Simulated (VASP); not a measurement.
## Si: single point with PBE

Si, a slab with vacuum:

```xyz
5
Lattice="3.8675 0.0000 0.0000 -1.9338 3.3494 0.0000 0.0000 0.0000 19.4373" Properties=species:S:1:pos:R:3 pbc="T T T"
Si    0.0000    2.2329    4.0000
Si    0.0000    0.0000    4.7895
Si    0.0000    0.0000    7.2864
Si    1.9338    1.1165    7.9373
Si    0.9669    2.7912    9.6298
```

| Property | Result |
| --- | --- |
| Program | VASP 6.6.1 |
| Task | single point |
| Functional | PBE |
| Potentials or basis | VASP PAW PBE potentials, release 64 (Si) |
| Cutoff | 520 eV |
| k mesh | 9 × 9 × 1 |
| Occupations | gaussian, width 0.05 eV |
| Spin | collinear spin |
| Starting moments | [0.0, 0.0, 0.0, 0.0, 2.0] μB |
| Dipole correction | yes |
| Further INCAR settings | ALGO = Normal; EDIFF = 1e-06; NBANDS = 22 |

```yaml
Largest_force: 1.211 eV/Å
Net_moment: -0.18 μB per cell
Site_moments: Si -0.09, -0.00, +0.00, +0.02 (each value once) μB
Valence_electrons_inside_the_program's_atomic_spheres: Si 1.63, 1.64, 1.66, 1.53 (each value once)
```

Forces on the atoms (eV/Å):
```
Si   0.002  0.001  0.605
Si  -0.130 -0.075 -0.435
Si   0.486  0.281 -1.074
Si  -0.386 -0.223  0.898
Si   0.027  0.016  0.006
```

Levels at points of the mesh, in eV from the Fermi level:
Spin up:
```csv
k point,band 6,band 7,band 8,band 9,band 10,band 11,band 12,band 13,band 14,band 15
"(0.00, 0.00, 0.00)",-1.74,-1.22,-0.31,-0.25,0.39,1.13,1.44,1.74,2.68,3.21
```
Spin down:
| k point | band 8 | band 9 | band 10 | band 11 | band 12 | band 13 |
| --- | --- | --- | --- | --- | --- | --- |
| (0.00, 0.00, 0.00) | -0.37 | -0.30 | 0.38 | 1.09 | 1.45 | 1.72 |

It took 21 min on 1 thread of Intel Xeon 8259CL, with other jobs on the host, peak memory 0.56 GiB.
